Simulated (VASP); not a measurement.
# Si8O15 (a cell with a defect) in VASP: relaxation of the atoms with PBEsol

Aim: the relaxation of the atoms of Si8O15 (a cell with a defect) with PBEsol.

All numbers are computed with VASP 6.6.1; they aren't measurements. Logs are shortened: lines on timing, memory, paths and dates and some standing lists are left out, and cuts for length are marked.

## Step 1: The cell of the first run

The cell holds a defect, 23 atoms: a = 5.925 Å, b = 5.925 Å, c = 5.339 Å, α = 90.00°, β = 90.00°, γ = 90.00°.

## Step 2: Relaxation of the atoms, PBEsol

INCAR

```
  PREC = Accurate
  ENCUT = 520
  EDIFF = 1E-6
  ISMEAR = 0
  SIGMA = 0.05
  LREAL = Auto
  LASPH = True
  NELM = 100
  ALGO = Normal
  ISIF = 2
  LWAVE = False
  LCHARG = False
  GGA = PS
  IBRION = 2
  NSW = 80
  EDIFFG = -0.03
  NELECT = 120.0
```

KPOINTS

```
Automatic mesh
0
Gamma
  2 2 2
```

POSCAR

```
Si8O15
1.0
   -4.1898000000     -4.1898000000      0.0000000000
    4.1898000000     -4.1898000000      0.0000000000
    0.0000000000      0.0000000000      5.3388000000
Si O
8 15
Direct
    0.5043622000      0.5053201000      0.0004749000
   -0.0015177000      0.4985502000      0.2526190000
    0.5042586000      0.4955170000      0.4935836000
   -0.0051412000      0.4919637000      0.7554827000
    0.0037987000     -0.0002631000     -0.0002936000
    0.5025224000      0.0014050000      0.2529457000
   -0.0088837000     -0.0040992000      0.4985953000
    0.5106070000      0.0045738000      0.7550495000
    0.1947595000      0.5017946000     -0.0053192000
    0.0040282000      0.1973989000      0.2433959000
    0.8109533000      0.4885060000      0.0005398000
   -0.0057241000      0.7971677000      0.2572071000
    0.1909298000      0.4995271000      0.4909840000
    0.8037959000      0.4937414000      0.4932100000
   -0.0068988000      0.8075847000      0.7557237000
    0.6916161000      0.0045300000     -0.0019917000
    0.5037852000      0.6943799000      0.2488760000
    0.2985681000     -0.0012100000     -0.0037031000
    0.5069179000      0.3136328000      0.2447534000
    0.6899997000     -0.0020569000      0.5049929000
    0.5009331000      0.6960530000      0.7535085000
    0.3073990000      0.0071998000      0.4956030000
    0.5005709000      0.3037792000      0.7466453000
```

Potentials or basis: VASP PAW PBE potentials, release 64 (Si, O).

Run with:

```sh
$ cat potpaw_PBE.64/Si/POTCAR potpaw_PBE.64/O/POTCAR > POTCAR
$ mpirun -np 1 vasp_std > vasp.out
```

OUTCAR:

```text
PREC = Accurate
   ENCUT = 520
   EDIFF = 1E-6
   ISMEAR = 0
   LREAL = Auto
   LASPH = True
   NELM = 100
   ISIF = 2
   GGA = PS
   IBRION = 2
   NSW = 80
   EDIFFG = -0.03
   NELECT = 120.0

 ion  position               nearest neighbor table
   1  0.504  0.505  0.000-  19 1.73  17 1.74  21 1.74  23 1.81  11 1.82   9 1.83   3 2.63   3 2.71

   2  0.998  0.499  0.253-  13 1.71  14 1.73  11 1.75  12 1.77  10 1.79   9 1.80   4 2.65   4 2.69

   3  0.504  0.496  0.494-  19 1.71  17 1.76  23 1.77  14 1.77  21 1.83  13 1.86   1 2.63   1 2.71

   4  0.995  0.492  0.755-  11 1.70   9 1.74  14 1.80  13 1.83  15 1.87   2 2.65   2 2.69
   5  0.004  1.000  1.000-  15 1.73  18 1.75  10 1.75  12 1.83  16 1.85   7 2.66   7 2.68
   6  0.503  0.001  0.253-  22 1.74  20 1.75  16 1.76  17 1.82  18 1.83  19 1.85   8 2.66   8 2.68

   7  0.991  0.996  0.499-  12 1.75  15 1.77  20 1.78  10 1.81  22 1.88   5 2.66   5 2.68
   8  0.511  0.005  0.755-  16 1.68  20 1.71  23 1.77  18 1.80  21 1.83  22 1.84   6 2.66   6 2.68

   9  0.195  0.502  0.995-   4 1.74   2 1.80   1 1.83
  10  0.004  0.197  0.243-   5 1.75   2 1.79   7 1.81
  11  0.811  0.489  0.001-   4 1.70   2 1.75   1 1.82
  12  0.994  0.797  0.257-   7 1.75   2 1.77   5 1.83
  13  0.191  0.500  0.491-   2 1.71   4 1.83   3 1.86
  14  0.804  0.494  0.493-   2 1.73   3 1.77   4 1.80
  15  0.993  0.808  0.756-   5 1.73   7 1.77   4 1.87
  16  0.692  0.005  0.998-   8 1.68   6 1.76   5 1.85
  17  0.504  0.694  0.249-   1 1.74   3 1.76   6 1.82
  18  0.299  0.999  0.996-   5 1.75   8 1.80   6 1.83
  19  0.507  0.314  0.245-   3 1.71   1 1.73   6 1.85
  20  0.690  0.998  0.505-   8 1.71   6 1.75   7 1.78
  21  0.501  0.696  0.754-   1 1.74   3 1.83   8 1.83
  22  0.307  0.007  0.496-   6 1.74   8 1.84   7 1.88
  23  0.501  0.304  0.747-   3 1.77   8 1.77   1 1.81

  LATTYP: Found a simple tetragonal cell.
 ALAT       =     5.9252719836
 C/A-ratio  =     0.9010219303

  Lattice vectors:

 A1 = (  -4.1898000000,  -4.1898000000,   0.0000000000)
 A2 = (   4.1898000000,  -4.1898000000,   0.0000000000)
 A3 = (   0.0000000000,   0.0000000000,   5.3388000000)

Analysis of symmetry for initial positions (statically):
=====================================================================
 Subroutine PRICEL returns:
 Original cell was already a primitive cell.

 Routine SETGRP: Setting up the symmetry group for a
 simple tetragonal supercell.

 Subroutine GETGRP returns: Found  1 space group operations
 (whereof  1 operations were pure point group operations)
 out of a pool of 16 trial point group operations.

The static configuration has the point symmetry C_1 .

Analysis of symmetry for dynamics (positions and initial velocities):
=====================================================================
 Subroutine PRICEL returns:
 Original cell was already a primitive cell.

 Routine SETGRP: Setting up the symmetry group for a
 simple tetragonal supercell.

 Subroutine GETGRP returns: Found  1 space group operations
 (whereof  1 operations were pure point group operations)
 out of a pool of 16 trial point group operations.

The dynamic configuration has the point symmetry C_1 .

 Subroutine INISYM returns: Found  1 space group operations
 (whereof  1 operations are pure point group operations),
 and found     1 'primitive' translations

----------------------------------------------------------------------------------------

                                     Primitive cell

  volume of cell :     187.4391

  direct lattice vectors                    reciprocal lattice vectors
    -4.189800000 -4.189800000  0.000000000    -0.119337439 -0.119337439  0.000000000
     4.189800000 -4.189800000  0.000000000     0.119337439 -0.119337439  0.000000000
     0.000000000  0.000000000  5.338800000     0.000000000  0.000000000  0.187308009

  length of vectors
     5.925271984  5.925271984  5.338800000     0.168768624  0.168768624  0.187308009

  position of ions in fractional coordinates (direct lattice)
     0.504362200  0.505320100  0.000474900
     0.998482300  0.498550200  0.252619000
     0.504258600  0.495517000  0.493583600
     0.994858800  0.491963700  0.755482700
     0.003798700  0.999736900  0.999706400
     0.502522400  0.001405000  0.252945700
[... 15 lines left out ...]
     0.307399000  0.007199800  0.495603000
     0.500570900  0.303779200  0.746645300

  ion indices of the primitive-cell ions
   primitive index   ion index
                 1           1
                 2           2
                 3           3
                 4           4
                 5           5
                 6           6
[... 15 lines left out ...]
                22          22
                23          23

----------------------------------------------------------------------------------------

 KPOINTS: Automatic mesh

Automatic generation of k-mesh.
 Grid dimensions read from file:
 generate k-points for:    2    2    2

 Generating k-lattice:

  Cartesian coordinates                     Fractional coordinates (reciprocal lattice)
    -0.059668719 -0.059668719  0.000000000     0.500000000  0.000000000  0.000000000
     0.059668719 -0.059668719  0.000000000     0.000000000  0.500000000  0.000000000
     0.000000000  0.000000000  0.093654005     0.000000000  0.000000000  0.500000000

  Length of vectors
     0.084384312  0.084384312  0.093654005

  Shift w.r.t. Gamma in fractional coordinates (k-lattice)
     0.000000000  0.000000000  0.000000000

 Subroutine IBZKPT returns following result:
 ===========================================

 Found      8 irreducible k-points:

 Following reciprocal coordinates:
            Coordinates               Weight
  0.000000  0.000000  0.000000      1.000000
  0.500000  0.000000  0.000000      1.000000
  0.000000  0.500000  0.000000      1.000000
  0.500000  0.500000  0.000000      1.000000
  0.000000  0.000000  0.500000      1.000000
  0.500000  0.000000  0.500000      1.000000
  0.000000  0.500000  0.500000      1.000000
  0.500000  0.500000  0.500000      1.000000
   k-points           NKPTS =      8   k-points in BZ     NKDIM =      8   number of bands    NBANDS=     72
   number of dos      NEDOS =    301   number of ions     NIONS =     23
   total plane-waves  NPLWV =  92160
   dimension x,y,z NGX =    48 NGY =   48 NGZ =   40
   dimension x,y,z NGXF=    96 NGYF=   96 NGZF=   80
   ions per type =               8  15
   NGX,Y,Z   is equivalent  to a cutoff of  13.47, 13.47, 12.46 a.u.
   NGXF,Y,Z  is equivalent  to a cutoff of  26.93, 26.93, 24.91 a.u.
 SYSTEM =  unknown system
   PREC   = accura    normal or accurate (medium, high low for compatibility)
   ISTART =      0    job   : 0-new  1-cont  2-samecut
   ICHARG =      2    charge: 1-file 2-atom 10-const
   ISPIN  =      1    spin polarized calculation?
   LNONCOLLINEAR =      F non collinear calculations
   LSORBIT =      F    spin-orbit coupling
   LASPH  =      T    aspherical Exc in radial PAW
   ENCUT  =  520.0 eV  38.22 Ry    6.18 a.u.  11.02 11.02  9.93*2*pi/ulx,y,z
   NELM   =    100;   NELMIN=  2; NELMDL= -5     # of ELM steps
   EDIFF  = 0.1E-05   stopping-criterion for ELM
   LREAL  =      T    real-space projection
   EDIFFG = -.3E-01   stopping-criterion for IOM
   NSW    =     80    number of steps for IOM
   IBRION =      2    ionic relax: 0-MD 1-quasi-New 2-CG
   NFREE  =      1    steps in history (QN), initial steepest desc. (CG)
   ISIF   =      2    stress and relaxation
   ISYM   =      2    0-nonsym 1-usesym 2-fastsym
   POTIM  = 0.5000    time-step for ionic-motion
   TEBEG  =    0.0;   TEEND  =   0.0 temperature during run
   PSTRESS=    0.0 pullay stress
   NELECT =     120.0000    total number of electrons
   NUPDOWN=      -1.0000    fix difference up-down
   EMIN   =  10.00;   EMAX   =-10.00  energy-range for DOS
   EFERMI =   0.00;   METHOD = LEGACY
   ISMEAR =     0;   SIGMA  =   0.05  broadening in eV -4-tet -1-fermi 0-gaus
   EFERMI_NEDOS =   21; number of points for ismear=-14 and -15
   IALGO  =     38    algorithm
   IMIX   =      4    mixing-type and parameters
     AMIX     =   0.40;   BMIX     =  1.00
     AMIX_MAG =   1.60;   BMIX_MAG =  1.00
  volume/ion in A,a.u.               =       8.15        55.00
  Fermi-wavevector in a.u.,A,eV,Ry     =   1.410962  2.666331 27.086647  1.990812
  Thomas-Fermi vector in A             =   2.532862
   LORBIT       =      0    0 simple, 1 ext, 2 COOP (PROOUT), +10 PAW based schemes
   GGA     = PS    functional components
   LHFCALC =     F    Hartree Fock is set to
   AEXX    =    0.0000 exact exchange contribution
   IVDW    =     0    specifies the selected vdW correction
   LEPSILON=     F    determine dielectric tensor
   LRPA    =     F    only Hartree local field effects (RPA)
 conjugate gradient relaxation of ions
 non-spin polarized calculation
 Gauss-broadening in eV      SIGMA  =   0.05
  energy-cutoff  :      520.00
  volume of cell :      187.44
 maximum number of plane-waves:      5067
 NGX is ok and might be reduce to    48
   NGX = 23   NGY = 23   NGZ = 19

--------------------------------------- Ionic step        1  -------------------------------------------

 number of electron     120.0000019 magnetization

 Free energy of the ion-electron system (eV)
  ---------------------------------------------------
  ext. energy  EPLUGINS =         0.00000000
  ---------------------------------------------------
  free energy    TOTEN  =      -200.29998328 eV

  energy without entropy =     -200.29998328  energy(sigma->0) =     -200.29998328

------------------------ aborting loop because EDIFF is reached ----------------------------------------

  FORCE on cell =-STRESS in cart. coord.  units (eV):
  Direction    XX          YY          ZZ          XY          YZ          ZX
  --------------------------------------------------------------------------------------
  -------------------------------------------------------------------------------------
  Total      -27.1079572    -28.0116394    -17.7901633     -0.0728246     -0.8353193      0.2812150
  in kB     -231.7112612   -239.4356848   -152.0653570     -0.6224842     -7.1400765      2.4037471
  external PRESSURE =    -207.7374343 kB  Pullay stress =       0.0000000 kB
[... 152 lines left out ...]
  FREE ENERGIE OF THE ION-ELECTRON SYSTEM (eV)
  ---------------------------------------------------
  free  energy   TOTEN  =      -202.2315168403 eV

  energy  without entropy=     -202.2315168403  energy(sigma->0) =     -202.23151684

[... ionic steps 4 to 15 ...]

--------------------------------------- Ionic step       16  -------------------------------------------

 number of electron     119.9999972 magnetization

------------------------ aborting loop because EDIFF is reached ----------------------------------------
[... 109 lines left out ...]
--------------------------------------- Ionic step       18  -------------------------------------------

 number of electron     119.9999970 magnetization

 Free energy of the ion-electron system (eV)
  ---------------------------------------------------
  ext. energy  EPLUGINS =         0.00000000
  ---------------------------------------------------
  free energy    TOTEN  =      -202.99096269 eV

  energy without entropy =     -202.99096269  energy(sigma->0) =     -202.99096269

 E-fermi :   7.8236     XC(G=0): -12.1286

 val. band max:        7.6049439428   @ k =   0.0000   0.0000   0.0000
 cond. band min:       9.5327779914   @ k =   0.0000   0.0000   0.0000
 fundamental gap:      1.9278340486
 Fermi energy:         7.8236136934

 k-point     1 :       0.0000    0.0000    0.0000
  band No.  band energies     occupation
      1     -14.8643      2.00000
      2     -13.1876      2.00000
      3     -13.0230      2.00000
      4     -12.7820      2.00000
      5     -11.9087      2.00000
      6     -11.8919      2.00000
[... 639 lines left out ...]
  FREE ENERGIE OF THE ION-ELECTRON SYSTEM (eV)
  ---------------------------------------------------
  free  energy   TOTEN  =      -202.9909626945 eV

  energy  without entropy=     -202.9909626945  energy(sigma->0) =     -202.99096269

 reached required accuracy - stopping structural energy minimisation
```

It took 42 min on 1 thread of Oxide Virtual Turin-like, shared host; peak memory 0.29 GiB.

What came out:

| Item | Value |
| --- | --- |
| Free energy | -202.9910 eV |
| Energy gained by relaxing | 117.0 meV/atom |
| Ionic steps | 18 |
| Largest force after relaxing | 0.028 eV/Å |

Forces in eV/Å, atoms in the order of the input:
```
Si  -0.009  0.014  0.002
Si   0.024 -0.013 -0.008
Si  -0.009  0.010 -0.008
Si   0.000  0.007 -0.003
Si  -0.006  0.000  0.011
Si  -0.009 -0.011  0.007
Si  -0.002  0.008  0.006
Si   0.000 -0.006 -0.004
O   -0.021  0.000  0.004
O   -0.009  0.003  0.002
O    0.005  0.021  0.004
O   -0.002 -0.011  0.003
O   -0.014  0.013 -0.001
O    0.010  0.016  0.002
O    0.013 -0.016 -0.005
O    0.001 -0.002  0.007
O    0.013  0.012 -0.006
O    0.002 -0.016  0.011
O    0.001 -0.019 -0.015
O   -0.007  0.003 -0.013
O    0.010  0.013  0.000
O    0.014 -0.021  0.000
O   -0.006 -0.006  0.005
```

The path:
| step | energy change (eV) | largest force (eV/Å) | pressure (GPa) |
| --- | --- | --- | --- |
| 1 | 0.0000 | 4.7283 | -20.77 |
| 2 | -0.7763 | 8.9434 | -16.26 |
| 3 | -1.9315 | 3.2676 | -20.35 |
| 4 | -2.4720 | 1.6269 | -19.85 |
| 5 | -2.5410 | 1.5051 | -20.16 |
| 6 | -2.6197 | 1.1914 | -20.25 |
| 7 | -2.6627 | 0.4974 | -20.33 |
| 8 | -2.6775 | 0.6651 | -19.77 |
| 9 | -2.6825 | 0.2897 | -19.98 |
| 10 | -2.6869 | 0.1455 | -19.92 |
| 11 | -2.6870 | 0.1276 | -19.92 |
| 12 | -2.6887 | 0.1159 | -19.92 |
| 13 | -2.6888 | 0.1418 | -19.92 |
| 14 | -2.6899 | 0.0867 | -19.96 |
| 15 | -2.6899 | 0.0930 | -19.96 |
| 16 | -2.6906 | 0.0594 | -19.96 |
| 17 | -2.6906 | 0.0541 | -19.96 |
| 18 | -2.6910 | 0.0282 | -19.98 |

Final structure:
```
Si O
1.0
    -4.18980   -4.18980    0.00000
     4.18980   -4.18980    0.00000
     0.00000    0.00000    5.33880
Si O
8 15
Direct
  0.50037 0.50111 0.99707
  0.00038 0.47985 0.24929
  0.50036 0.50111 0.50167
  0.00032 0.53854 0.74928
  0.99967 0.97811 0.02165
  0.49980 0.00851 0.24923
  0.99976 0.97814 0.47661
  0.49992 0.00386 0.74925
  0.18971 0.49178 0.99095
  0.00030 0.18334 0.24914
  0.81098 0.49061 0.99077
  0.99925 0.78462 0.24916
  0.18979 0.49186 0.50759
  0.81104 0.49049 0.50774
  0.99951 0.83347 0.74917
  0.70253 0.00709 0.99592
  0.50096 0.69969 0.24938
  0.29710 0.00621 0.99580
  0.49960 0.30932 0.24940
  0.70259 0.00729 0.50266
  0.50096 0.69845 0.74934
  0.29716 0.00601 0.50253
  0.49958 0.30553 0.74929
```

Caveat: the k points lie up to 0.59 Å⁻¹ apart; the cell carries a net charge on a neutralising background, which shifts energy and pressure; the cell is charged against a uniform background, so pressure and absolute levels hang on convention; the PAW data sets were made with another functional, which shifts forces and pressure a little.
